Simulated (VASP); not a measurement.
# TeAs2 (I4_1/amd) in VASP: notebook, part 2 of 2

VASP 6.6.1. Earlier steps stand in the parts before.

## (5) Single point, PBE

INCAR

```
PREC = Accurate
ENCUT = 520
EDIFF = 1E-6
ISMEAR = -1
SIGMA = 0.1
LREAL = F
LASPH = T
NELM = 60
ALGO = Normal
ISIF = 2
LWAVE = F
LCHARG = F
GGA = PE
NBANDS = 25
```

KPOINTS

```
Automatic mesh
0
Gamma
  8 8 8
```

POSCAR

```
TeAs2
1.0
   -3.5564540000      3.5564540000      2.9405160000
    3.5564540000     -3.5564540000      2.9405160000
    3.5564540000      3.5564540000     -2.9405160000
Te As
2 4
Direct
    0.7500000000      0.2500000000      0.5000000000
    0.0000000000      0.0000000000      0.0000000000
    0.3750000000      0.6250000000      0.2500000000
    0.3750000000      0.1250000000      0.7500000000
    0.3750000000      0.6250000000      0.7500000000
    0.8750000000      0.6250000000      0.2500000000
```

Potentials or basis: VASP PAW PBE potentials, release 64 (Te, As).

The run is started by

```
$ cat potpaw_PBE.64/Te/POTCAR potpaw_PBE.64/As/POTCAR > POTCAR
$ mpirun -np 1 vasp_std > vasp.out
```

OUTCAR:

```text
PREC = Accurate
   ENCUT = 520
   EDIFF = 1E-6
   ISMEAR = -1
   LREAL = F
   LASPH = T
   NELM = 60
   ISIF = 2
   GGA = PE

 ion  position               nearest neighbor table
   1  0.750  0.250  0.500-   4 2.83   6 2.83   5 2.83   3 2.83
   2  0.000  0.000  0.000-   4 2.83   6 2.83   3 2.83   5 2.83
   3  0.375  0.625  0.250-   1 2.83   2 2.83   6 2.91   5 2.91   5 2.91   6 2.91
   4  0.375  0.125  0.750-   1 2.83   2 2.83   5 2.91   6 2.91   5 2.91   6 2.91
   5  0.375  0.625  0.750-   2 2.83   1 2.83   4 2.91   3 2.91   4 2.91   3 2.91
   6  0.875  0.625  0.250-   1 2.83   2 2.83   3 2.91   4 2.91   3 2.91   4 2.91

  LATTYP: Found a body centered tetragonal cell.
 ALAT       =     7.1129080000
 C/A-ratio  =     0.8268112001

  Lattice vectors:

 A1 = (  -3.5564540000,   3.5564540000,   2.9405160000)
 A2 = (   3.5564540000,  -3.5564540000,   2.9405160000)
 A3 = (   3.5564540000,   3.5564540000,  -2.9405160000)

Analysis of symmetry for initial positions (statically):
=====================================================================
 Subroutine PRICEL returns:
 Original cell was already a primitive cell.

 Routine SETGRP: Setting up the symmetry group for a
 body centered tetragonal supercell.

 Subroutine GETGRP returns: Found 16 space group operations
 (whereof  8 operations were pure point group operations)
 out of a pool of 16 trial point group operations.

The static configuration has the point symmetry D_2d.
 The point group associated with its full space group is D_4h.

Analysis of symmetry for dynamics (positions and initial velocities):
=====================================================================
 Subroutine PRICEL returns:
 Original cell was already a primitive cell.

 Routine SETGRP: Setting up the symmetry group for a
 body centered tetragonal supercell.

[... 131 lines left out ...]
   IMIX   =      4    mixing-type and parameters
     AMIX     =   0.40;   BMIX     =  1.00
     AMIX_MAG =   1.60;   BMIX_MAG =  1.00
  volume/ion in A,a.u.               =      24.80       167.33
  Fermi-wavevector in a.u.,A,eV,Ry     =   0.980887  1.853607 13.090692  0.962139
  Thomas-Fermi vector in A             =   2.111851
   LORBIT       =      0    0 simple, 1 ext, 2 COOP (PROOUT), +10 PAW based schemes
   GGA     = PE    functional components
   LHFCALC =     F    Hartree Fock is set to
   AEXX    =    0.0000 exact exchange contribution
   IVDW    =     0    specifies the selected vdW correction
   LEPSILON=     F    determine dielectric tensor
   LRPA    =     F    only Hartree local field effects (RPA)
 non-spin polarized calculation
  energy-cutoff  :      520.00
  volume of cell :      148.77
 maximum number of plane-waves:      4035
 NGX is ok and might be reduce to    48
   NGX = 21   NGY = 21   NGZ = 21

 number of electron      31.9999998 magnetization

 Free energy of the ion-electron system (eV)
  ---------------------------------------------------
  ext. energy  EPLUGINS =         0.00000000
  ---------------------------------------------------
  free energy    TOTEN  =       -23.79725357 eV

  energy without entropy =      -23.69824246  energy(sigma->0) =      -23.74774802

 E-fermi :   5.6627     XC(G=0):  -9.8498

 val. band max:        5.6540609141   @ k =   0.5000   0.5000   0.2500
 cond. band min:       5.6660051701   @ k =  -0.3750   0.5000   0.1250
 fundamental gap:      0.0119442560
 Fermi energy:         5.6626662245

 k-point     1 :       0.0000    0.0000    0.0000
  band No.  band energies     occupation
      1      -8.3267      2.00000
      2      -5.1941      2.00000
      3      -4.5274      2.00000
      4      -4.5274      2.00000
      5      -3.7189      2.00000
      6      -3.2177      2.00000
[... 661 lines left out ...]
     24      10.1487      0.00000
     25      11.1873      0.00000

 [... further k-points ...]

------------------------ aborting loop because EDIFF is reached ----------------------------------------

  FORCE on cell =-STRESS in cart. coord.  units (eV):
  Direction    XX          YY          ZZ          XY          YZ          ZX
  --------------------------------------------------------------------------------------
  -------------------------------------------------------------------------------------
  Total       -0.2422996     -0.2422996     -1.2538065      0.0000000      0.0000000      0.0000000
  in kB       -2.6094281     -2.6094281    -13.5027796      0.0000000      0.0000000      0.0000000
  external PRESSURE =      -6.2405453 kB  Pullay stress =       0.0000000 kB

 VOLUME and BASIS-vectors are now :
 -----------------------------------------------------------------------------
  energy-cutoff  :      520.00
  volume of cell :      148.77
      direct lattice vectors                 reciprocal lattice vectors
    -3.556454000  3.556454000  2.940516000     0.000000000  0.140589475  0.170038184
     3.556454000 -3.556454000  2.940516000     0.140589475  0.000000000  0.170038184
     3.556454000  3.556454000 -2.940516000     0.140589475  0.140589475  0.000000000

 POSITION                                       TOTAL-FORCE (eV/Angst)
 -----------------------------------------------------------------------------------
      0.00000      3.55645      1.47026         0.000000     -0.000000     -0.000000
      0.00000      0.00000      0.00000        -0.000000      0.000000      0.000000
      1.77823     -0.00000      2.20539         0.000000     -0.000000      0.000000
      1.77823      3.55645     -0.73513         0.000000     -0.000000      0.000000
      3.55645      1.77823      0.73513         0.000000     -0.000000      0.000000
     -0.00000      1.77823      3.67564         0.000000     -0.000000      0.000000
 -----------------------------------------------------------------------------------
    total drift:                                0.000000     -0.000000      0.000000

  FREE ENERGIE OF THE ION-ELECTRON SYSTEM (eV)
  ---------------------------------------------------
  free  energy   TOTEN  =       -23.7972535741 eV

  energy  without entropy=      -23.6982424592  energy(sigma->0) =      -23.74774802
```

OSZICAR:

```text
N       E                     dE             d eps       ncg     rms          rms(c)
DAV:   1     0.125891115333E+03    0.12589E+03   -0.11935E+04  2950   0.105E+03
DAV:   2    -0.137361176708E+02   -0.13963E+03   -0.13101E+03  3796   0.164E+02
DAV:   3    -0.236490521355E+02   -0.99129E+01   -0.96005E+01  3840   0.433E+01
DAV:   4    -0.238015859643E+02   -0.15253E+00   -0.15211E+00  3406   0.617E+00
DAV:   5    -0.238039054457E+02   -0.23195E-02   -0.23184E-02  3706   0.857E-01    0.943E+00
DAV:   6    -0.237945042806E+02    0.94012E-02   -0.20897E-02  3370   0.870E-01    0.564E+00
DAV:   7    -0.237969710494E+02   -0.24668E-02   -0.24930E-02  3467   0.806E-01    0.612E-01
DAV:   8    -0.237972510436E+02   -0.27999E-03   -0.93152E-04  3551   0.169E-01    0.253E-01
DAV:   9    -0.237972538830E+02   -0.28394E-05   -0.22634E-04  3323   0.728E-02    0.291E-02
DAV:  10    -0.237972535741E+02    0.30889E-06   -0.41341E-06  3604   0.105E-02
   1 F= -.23797254E+02 E0= -.23747748E+02  d E =-.990111E-01
```

stdout:

```text
POSCAR found type information on POSCAR TeAs
 POSCAR found :  2 types and       6 ions
 scaLAPACK will be used
 LDA part: xc-table for (Slater+PW92), standard interpolation
 POSCAR, INCAR and KPOINTS ok, starting setup
 FFT: planning ... GRIDC
 FFT: planning ... GRID_SOFT
 FFT: planning ... GRID
 WAVECAR not read
 entering main loop
```

Run time: 2.1 min. Hardware: 1 thread of Intel Xeon 6975P-C (Granite Rapids), shared host; peak memory 0.42 GiB.

What came out:

* Free energy: -23.7973 eV
* Pressure: -0.6 GPa
* Band gap on the k mesh: zero (bands 16 and 17 overlap by 0.54 eV)

Caveat: spin-orbit coupling is left out, which moves the levels of the heavy elements.

## (6) The runs side by side

| k mesh | smearing | gap on the mesh (eV) | pressure (GPa) |
| --- | --- | --- | --- |
| 6 × 6 × 6 | gaussian 0.1 eV | none | -0.8 |
| 6 × 6 × 6, shifted | gaussian 0.1 eV | none | -0.6 |
| 8 × 8 × 8 | fermi-dirac 0.02 eV | none | -0.7 |
| 8 × 8 × 8 | fermi-dirac 0.1 eV | none | -0.6 |

Alike in all rows: task single point; level PBE; potentials or basis VASP PAW PBE potentials, release 64 (Te, As); no spin polarisation; cell as given; cutoff (eV) 520.

Caveats: spin-orbit coupling is left out, which moves the levels of the heavy elements.

Absolute energies hang on the potentials; compare differences alone.

The gap in the log of VASP goes by the Fermi energy; the results here count the filled bands.